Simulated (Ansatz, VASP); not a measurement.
## ZnS: VASP beside Ansatz

The input POSCAR:

```
ZnS
1.0
    0.0000000000      2.7100000000      2.7100000000
    2.7100000000      0.0000000000      2.7100000000
    2.7100000000      2.7100000000      0.0000000000
Zn S
1 1
Direct
    0.0000000000      0.0000000000      0.0000000000
    0.2500000000      0.2500000000      0.2500000000
```

The input INCAR.step1:

```
PREC     = Accurate       # precision mode
ENCUT    = 400            # plane-wave cutoff, eV
EDIFF    = 1E-5           # SCF threshold, eV
ISMEAR   = 0              # smearing method
SIGMA    = 0.02           # smearing width, eV
LREAL    = False          # projectors in reciprocal space
LASPH    = True           # aspherical terms in the spheres
NELM     = 120            # most SCF steps
ALGO     = Normal         # electronic algorithm
ISIF     = 2              # what is computed and relaxed
LWAVE    = True           # write WAVECAR
NBANDS   = 16             # bands
GGA      = PE             # functional
GGA_COMPAT= False
```

File INCAR.step2:

```
PREC     = Accurate       # precision mode
ENCUT    = 400            # plane-wave cutoff, eV
EDIFF    = 1E-6           # SCF threshold, eV
ISMEAR   = 0              # smearing method
SIGMA    = 0.02           # smearing width, eV
LREAL    = False          # projectors in reciprocal space
LASPH    = True           # aspherical terms in the spheres
NELM     = 120            # most SCF steps
ALGO     = Normal         # electronic algorithm
ISIF     = 2              # what is computed and relaxed
LWAVE    = False          # write WAVECAR
LCHARG   = True           # write CHGCAR
GGA      = PE             # functional
LHFCALC  = True           # exact exchange
AEXX     = 0.25           # exact-exchange fraction
PRECFOCK = Normal       
LELF     = True           # ELF
LVHAR    = True         
NBANDS   = 16             # bands
ISTART   = 1            
GGA_COMPAT= False
```

Contents of KPOINTS:

```
Automatic mesh
0
Gamma
  6 6 6
```

Input for Ansatz:

```yaml
crystal:
  lattice:
    - [0.0, 2.71, 2.71]
    - [2.71, 0.0, 2.71]
    - [2.71, 2.71, 0.0]
  atoms:
    - { symbol: Zn, position: [0.0, 0.0, 0.0] }
    - { symbol: S, position: [0.25, 0.25, 0.25] }
basis:
  ecutwfc: 420
kpoints:
  mp_grid: { grid: [6, 6, 6] }
hamiltonian:
  xc: pbe0
scf:
  occupations: { method: gaussian, width: 0.02 }
output:
  forces: true
  stress: true
  eigenvalues: true
```

Alike in both runs: task single point; functional PBE0; k mesh 6 × 6 × 6; occupations gaussian, width 0.02 eV; no spin polarisation.

|  | VASP | Ansatz |
| --- | --- | --- |
| version | VASP 6.6.1 | Ansatz 0.2.0 |
| potentials or method | VASP PAW PBE potentials, release 64 (Zn, S), cutoff 400 eV | scalar-relativistic, plane waves, PAW |
| valence electrons in the cell | 18 | 18 |

```csv
,VASP,Ansatz,Ansatz less VASP
gap on the k mesh at the Fermi level (eV),3.97,3.96,-0.008
least direct gap on the mesh (eV),3.97,3.96,-0.008
pressure (GPa),-0.3,0.0,+0.33
```

With one functional, cell and mesh, what is left measures potentials, basis and numerics. Ansatz's warnings: stress exchange threshold loose, stress scf threshold loose.
